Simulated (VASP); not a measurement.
# BiTe (Pm-3m) in VASP: notebook

BiTe is run at these levels: PBE; tasks: single point.

Everything below comes from runs of VASP 6.6.1. Logs are shortened: lines on timing, memory, paths and dates and some standing lists are left out, and cuts for length are marked.

**1. The cell of the first run**

The structure is cubic, space group Pm-3m (No. 221). The conventional cell has a = 3.810 Å, b = 3.810 Å, c = 3.810 Å, α = 90.00°, β = 90.00°, γ = 90.00°. Bi (site symmetry m-3m) has 8 Te at 3.30 Å and 6 Bi at 3.81 Å within 4.3 Å. Within 4.3 Å of Te (site symmetry m-3m) lie 8 Bi at 3.30 Å and 6 Te at 3.81 Å.

**2. Single point, PBE**

Input file INCAR:

```
PREC = Accurate
ENCUT = 520
EDIFF = 1E-6
ISMEAR = 0
SIGMA = 0.05
LREAL = False
LASPH = True
NELM = 100
ALGO = Normal
ISIF = 2
LWAVE = False
LCHARG = True
GGA = PE
LELF = True
LVHAR = True
NBANDS = 18
```

Input file KPOINTS:

```
Automatic mesh
0
Gamma
  10 10 10
```

Input file POSCAR:

```
BiTe
1.0
    3.8095880162      0.0000000000      0.0000000000
    0.0000000000      3.8095880162      0.0000000000
    0.0000000000      0.0000000000      3.8095880162
Bi Te
1 1
Direct
    0.0000000000      0.0000000000      0.0000000000
    0.5000000000      0.5000000000      0.5000000000
```

Potentials or basis: VASP PAW PBE potentials, release 64 (Bi_d, Te).

Started as:

```bash
cat potpaw_PBE.64/Bi_d/POTCAR potpaw_PBE.64/Te/POTCAR > POTCAR
mpirun -np 1 vasp_std > vasp.out
```

OUTCAR:

```text
PREC = Accurate
   ENCUT = 520
   EDIFF = 1E-6
   ISMEAR = 0
   LREAL = False
   LASPH = True
   NELM = 100
   ISIF = 2
   GGA = PE

 ion  position               nearest neighbor table
   1  0.000  0.000  0.000-   2 3.30   2 3.30   2 3.30   2 3.30   2 3.30   2 3.30   2 3.30   2 3.30

   2  0.500  0.500  0.500-   1 3.30   1 3.30   1 3.30   1 3.30   1 3.30   1 3.30   1 3.30   1 3.30

  LATTYP: Found a simple cubic cell.
 ALAT       =     3.8095880162

  Lattice vectors:

 A1 = (   3.8095880162,   0.0000000000,   0.0000000000)
 A2 = (   0.0000000000,   3.8095880162,   0.0000000000)
 A3 = (   0.0000000000,   0.0000000000,   3.8095880162)

Analysis of symmetry for initial positions (statically):
=====================================================================
 Subroutine PRICEL returns:
 Original cell was already a primitive cell.

 Routine SETGRP: Setting up the symmetry group for a
 simple cubic supercell.

 Subroutine GETGRP returns: Found 48 space group operations
 (whereof 48 operations were pure point group operations)
 out of a pool of 48 trial point group operations.

The static configuration has the point symmetry O_h .

Analysis of symmetry for dynamics (positions and initial velocities):
=====================================================================
 Subroutine PRICEL returns:
 Original cell was already a primitive cell.

 Routine SETGRP: Setting up the symmetry group for a
 simple cubic supercell.

 Subroutine GETGRP returns: Found 48 space group operations
 (whereof 48 operations were pure point group operations)
 out of a pool of 48 trial point group operations.

The dynamic configuration has the point symmetry O_h .

 Subroutine INISYM returns: Found 48 space group operations
 (whereof 48 operations are pure point group operations),
 and found     1 'primitive' translations

----------------------------------------------------------------------------------------

                                     Primitive cell

  volume of cell :      55.2884

  direct lattice vectors                    reciprocal lattice vectors
     3.809588016  0.000000000  0.000000000     0.262495576  0.000000000  0.000000000
     0.000000000  3.809588016  0.000000000     0.000000000  0.262495576  0.000000000
     0.000000000  0.000000000  3.809588016     0.000000000  0.000000000  0.262495576

  length of vectors
     3.809588016  3.809588016  3.809588016     0.262495576  0.262495576  0.262495576

  position of ions in fractional coordinates (direct lattice)
     0.000000000  0.000000000  0.000000000
     0.500000000  0.500000000  0.500000000

  ion indices of the primitive-cell ions
   primitive index   ion index
                 1           1
                 2           2

----------------------------------------------------------------------------------------

 KPOINTS: Automatic mesh

Automatic generation of k-mesh.
 Grid dimensions read from file:
 generate k-points for:   10   10   10

 Generating k-lattice:

  Cartesian coordinates                     Fractional coordinates (reciprocal lattice)
     0.026249558  0.000000000  0.000000000     0.100000000  0.000000000  0.000000000
     0.000000000  0.026249558  0.000000000     0.000000000  0.100000000  0.000000000
     0.000000000  0.000000000  0.026249558     0.000000000  0.000000000  0.100000000

  Length of vectors
     0.026249558  0.026249558  0.026249558

  Shift w.r.t. Gamma in fractional coordinates (k-lattice)
     0.000000000  0.000000000  0.000000000

 Subroutine IBZKPT returns following result:
 ===========================================

 Found     56 irreducible k-points:

 Following reciprocal coordinates:
            Coordinates               Weight
  0.000000  0.000000  0.000000      1.000000
  0.100000  0.000000  0.000000      6.000000
  0.200000  0.000000  0.000000      6.000000
  0.300000  0.000000  0.000000      6.000000
  0.400000  0.000000  0.000000      6.000000
  0.500000  0.000000  0.000000      3.000000
[... 16 lines left out ...]
  0.200000  0.100000  0.100000     24.000000
  0.300000  0.100000  0.100000     24.000000
 [... further k-points ...]
   k-points           NKPTS =     56   k-points in BZ     NKDIM =     56   number of bands    NBANDS=     18
   number of dos      NEDOS =    301   number of ions     NIONS =      2
   total plane-waves  NPLWV =  21952
   dimension x,y,z NGX =    28 NGY =   28 NGZ =   28
   dimension x,y,z NGXF=    56 NGYF=   56 NGZF=   56
   ions per type =               1   1
   NGX,Y,Z   is equivalent  to a cutoff of  12.22, 12.22, 12.22 a.u.
   NGXF,Y,Z  is equivalent  to a cutoff of  24.44, 24.44, 24.44 a.u.
 SYSTEM =  unknown system
   PREC   = accura    normal or accurate (medium, high low for compatibility)
   ISTART =      0    job   : 0-new  1-cont  2-samecut
   ICHARG =      2    charge: 1-file 2-atom 10-const
   ISPIN  =      1    spin polarized calculation?
   LNONCOLLINEAR =      F non collinear calculations
   LSORBIT =      F    spin-orbit coupling
   LASPH  =      T    aspherical Exc in radial PAW
   ENCUT  =  520.0 eV  38.22 Ry    6.18 a.u.   7.08  7.08  7.08*2*pi/ulx,y,z
   NELM   =    100;   NELMIN=  2; NELMDL= -5     # of ELM steps
   EDIFF  = 0.1E-05   stopping-criterion for ELM
   LREAL  =      F    real-space projection
   EDIFFG = 0.1E-04   stopping-criterion for IOM
   NSW    =      0    number of steps for IOM
   IBRION =     -1    ionic relax: 0-MD 1-quasi-New 2-CG
   NFREE  =      0    steps in history (QN), initial steepest desc. (CG)
   ISIF   =      2    stress and relaxation
   ISYM   =      2    0-nonsym 1-usesym 2-fastsym
   POTIM  = 0.5000    time-step for ionic-motion
   TEBEG  =    0.0;   TEEND  =   0.0 temperature during run
   PSTRESS=    0.0 pullay stress
   NELECT =      21.0000    total number of electrons
   NUPDOWN=      -1.0000    fix difference up-down
   EMIN   =  10.00;   EMAX   =-10.00  energy-range for DOS
   EFERMI =   0.00;   METHOD = LEGACY
   ISMEAR =     0;   SIGMA  =   0.05  broadening in eV -4-tet -1-fermi 0-gaus
   EFERMI_NEDOS =   21; number of points for ismear=-14 and -15
   IALGO  =     38    algorithm
   IMIX   =      4    mixing-type and parameters
     AMIX     =   0.40;   BMIX     =  1.00
     AMIX_MAG =   1.60;   BMIX_MAG =  1.00
  volume/ion in A,a.u.               =      27.64       186.55
  Fermi-wavevector in a.u.,A,eV,Ry     =   1.185596  2.240451 19.124852  1.405637
  Thomas-Fermi vector in A             =   2.321786
   LORBIT       =      0    0 simple, 1 ext, 2 COOP (PROOUT), +10 PAW based schemes
   GGA     = PE    functional components
   LHFCALC =     F    Hartree Fock is set to
   AEXX    =    0.0000 exact exchange contribution
   IVDW    =     0    specifies the selected vdW correction
   LEPSILON=     F    determine dielectric tensor
   LRPA    =     F    only Hartree local field effects (RPA)
 non-spin polarized calculation
 Gauss-broadening in eV      SIGMA  =   0.05
  energy-cutoff  :      520.00
  volume of cell :       55.29
 maximum number of plane-waves:      1504
   NGX = 15   NGY = 15   NGZ = 15

 number of electron      20.9999993 magnetization

 Free energy of the ion-electron system (eV)
  ---------------------------------------------------
  ext. energy  EPLUGINS =         0.00000000
  ---------------------------------------------------
  free energy    TOTEN  =        -6.86256475 eV

  energy without entropy =       -6.86164726  energy(sigma->0) =       -6.86210600

 E-fermi :   9.0250     XC(G=0): -10.5281

 val. band max:        8.9807612442   @ k =   0.5000   0.4000   0.3000
 cond. band min:       9.0420906735   @ k =   0.3000   0.3000   0.3000
 fundamental gap:      0.0613294293
 Fermi energy:         9.0249884885

 k-point     1 :       0.0000    0.0000    0.0000
  band No.  band energies     occupation
      1     -14.4013      2.00000
      2     -14.4013      2.00000
      3     -14.3352      2.00000
      4     -14.3352      2.00000
      5     -14.3352      2.00000
      6      -5.3492      2.00000
[... 10 lines left out ...]
     17      19.7945      0.00000
     18      19.7950      0.00000

 k-point     2 :       0.1000    0.0000    0.0000
  band No.  band energies     occupation
      1     -14.4011      2.00000
      2     -14.3956      2.00000
      3     -14.3371      2.00000
      4     -14.3371      2.00000
      5     -14.3350      2.00000
      6      -5.2495      2.00000
[... 10 lines left out ...]
     17      19.0990      0.00000
     18      19.0990      0.00000

 k-point     3 :       0.2000    0.0000    0.0000
  band No.  band energies     occupation
      1     -14.4004      2.00000
      2     -14.3806      2.00000
      3     -14.3420      2.00000
      4     -14.3420      2.00000
      5     -14.3347      2.00000
      6      -4.9521      2.00000
[... 10 lines left out ...]
     17      18.9189      0.00000
     18      18.9189      0.00000

 k-point     4 :       0.3000    0.0000    0.0000
  band No.  band energies     occupation
      1     -14.3997      2.00000
      2     -14.3622      2.00000
      3     -14.3482      2.00000
      4     -14.3482      2.00000
      5     -14.3343      2.00000
      6      -4.4622      2.00000
[... 10 lines left out ...]
     17      19.2423      0.00000
     18      19.2423      0.00000

 k-point     5 :       0.4000    0.0000    0.0000
  band No.  band energies     occupation
      1     -14.3991      2.00000
      2     -14.3531      2.00000
      3     -14.3531      2.00000
      4     -14.3472      2.00000
      5     -14.3340      2.00000
      6      -3.7921      2.00000
[... 10 lines left out ...]
     17      19.9164      0.00000
     18      19.9180      0.00000

 k-point     6 :       0.5000    0.0000    0.0000
  band No.  band energies     occupation
      1     -14.3989      2.00000
      2     -14.3550      2.00000
      3     -14.3550      2.00000
      4     -14.3414      2.00000
      5     -14.3338      2.00000
      6      -2.9808      2.00000
[... 307 lines left out ...]
 k-point    21 :       0.5000    0.5000    0.0000
  band No.  band energies     occupation
      1     -14.3834      2.00000
      2     -14.3689      2.00000
      3     -14.3513      2.00000
      4     -14.3513      2.00000
      5     -14.3073      2.00000
      6      -1.9127      2.00000
[... 10 lines left out ...]
     17      15.9701      0.00000
     18      21.6965      0.00000

 k-point    22 :       0.1000    0.1000    0.1000
  band No.  band energies     occupation
      1     -14.3924      2.00000
      2     -14.3924      2.00000
      3     -14.3393      2.00000
      4     -14.3386      2.00000
      5     -14.3386      2.00000
      6      -5.0513      2.00000
[... 10 lines left out ...]
     17      18.1991      0.00000
     18      19.6764      0.00000

 k-point    23 :       0.2000    0.1000    0.1000
  band No.  band energies     occupation
      1     -14.3918      2.00000
      2     -14.3773      2.00000
      3     -14.3443      2.00000
      4     -14.3437      2.00000
      5     -14.3384      2.00000
      6      -4.7564      2.00000
[... 10 lines left out ...]
     17      17.8575      0.00000
     18      19.5875      0.00000

 k-point    24 :       0.3000    0.1000    0.1000
  band No.  band energies     occupation
      1     -14.3910      2.00000
      2     -14.3587      2.00000
      3     -14.3507      2.00000
      4     -14.3500      2.00000
      5     -14.3379      2.00000
      6      -4.2722      2.00000
[... 10 lines left out ...]
     17      17.2492      0.00000
     18      19.5450      0.00000

 [... further k-points ...]
[... 5 lines left out ...]
  --------------------------------------------------------------------------------------
  -------------------------------------------------------------------------------------
  Total        1.8949641      1.8949641      1.8949641      0.0000000     -0.0000000      0.0000000
  in kB       54.9132997     54.9132997     54.9132997      0.0000000     -0.0000000      0.0000000
  external PRESSURE =      54.9132997 kB  Pullay stress =       0.0000000 kB

 VOLUME and BASIS-vectors are now :
 -----------------------------------------------------------------------------
  energy-cutoff  :      520.00
  volume of cell :       55.29
      direct lattice vectors                 reciprocal lattice vectors
     3.809588016  0.000000000  0.000000000     0.262495576  0.000000000  0.000000000
     0.000000000  3.809588016  0.000000000     0.000000000  0.262495576  0.000000000
     0.000000000  0.000000000  3.809588016     0.000000000  0.000000000  0.262495576

 POSITION                                       TOTAL-FORCE (eV/Angst)
 -----------------------------------------------------------------------------------
      0.00000      0.00000      0.00000         0.000000      0.000000      0.000000
      1.90479      1.90479      1.90479         0.000000      0.000000      0.000000
 -----------------------------------------------------------------------------------
    total drift:                               -0.000000      0.000000     -0.000000

  FREE ENERGIE OF THE ION-ELECTRON SYSTEM (eV)
  ---------------------------------------------------
  free  energy   TOTEN  =        -6.8625647467 eV

  energy  without entropy=       -6.8616472613  energy(sigma->0) =       -6.86210600
```

Wall time 15 s (1 thread of Intel Xeon 6975P-C (Granite Rapids), shared host); peak memory 0.19 GiB.

Results:

- Free energy: -6.8626 eV
- Pressure: 5.5 GPa

Levels at points of the mesh, in eV from the Fermi level:
```tsv
k point	band 7	band 8	band 9	band 10	band 11	band 12	band 13	band 14
(0.00, 0.00, 0.00)	-8.37	-2.78	-2.78	-2.78	2.93	2.93	4.55	4.55
(0.50, 0.00, 0.00)	-11.97	-1.77	-1.01	-0.72	-0.72	0.70	0.70	4.55
(0.50, 0.50, 0.00)	-10.85	-6.12	-6.12	-0.17	1.86	2.87	2.87	5.62
(0.50, 0.50, 0.50)	-10.08	-3.61	-3.61	-3.61	-2.93	-2.93	-2.93	14.37
```

Caveat: spin-orbit coupling is left out, which moves the levels of the heavy elements.

**3. Single point, PBE (volume scaled by 0.945)**

Input file INCAR:

```
SYSTEM = BiTe
PREC = Accurate
ENCUT = 520
EDIFF = 1E-6
ISMEAR = 0
SIGMA = 0.05
LREAL = .False.
LASPH = .True.
NELM = 80
ALGO = Normal
ISIF = 2
LWAVE = .False.
LCHARG = .False.
GGA = PE
NBANDS = 18
```

Input file KPOINTS:

```
Automatic mesh
0
Gamma
  10 10 10
  0 0 0
```

Input file POSCAR:

```
BiTe
1.0
    3.8402048777      0.0000000000      0.0000000000
    0.0000000000      3.8402048777      0.0000000000
    0.0000000000      0.0000000000      3.8402048777
Bi Te
1 1
Direct
    0.0000000000      0.0000000000      0.0000000000
    0.5000000000      0.5000000000      0.5000000000
```

Potentials or basis: VASP PAW PBE potentials, release 64 (Bi_d, Te).

Started as:

```bash
cat potpaw_PBE.64/Bi_d/POTCAR potpaw_PBE.64/Te/POTCAR > POTCAR
mpirun -np 1 vasp_std > vasp.out
```

Run time: 19 s. Hardware: 1 thread of Intel Xeon 6975P-C (Granite Rapids), shared host; peak memory 0.2 GiB.

The run converged. Its results:

```yaml
Free_energy: -6.9012 eV
Pressure: 3.6 GPa
```

Levels at points of the mesh, in eV from the Fermi level:
| k point | band 7 | band 8 | band 9 | band 10 | band 11 | band 12 | band 13 | band 14 |
| --- | --- | --- | --- | --- | --- | --- | --- | --- |
| (0.00, 0.00, 0.00) | -8.47 | -2.73 | -2.73 | -2.73 | 2.97 | 2.97 | 4.36 | 4.36 |
| (0.50, 0.00, 0.00) | -11.88 | -1.82 | -1.06 | -0.73 | -0.73 | 0.67 | 0.67 | 4.60 |
| (0.50, 0.50, 0.00) | -10.83 | -5.97 | -5.97 | -0.20 | 1.79 | 2.79 | 2.79 | 5.56 |
| (0.50, 0.50, 0.50) | -10.10 | -3.52 | -3.52 | -3.52 | -2.85 | -2.85 | -2.85 | 14.08 |

Caveat: spin-orbit coupling is left out, which moves the levels of the heavy elements.
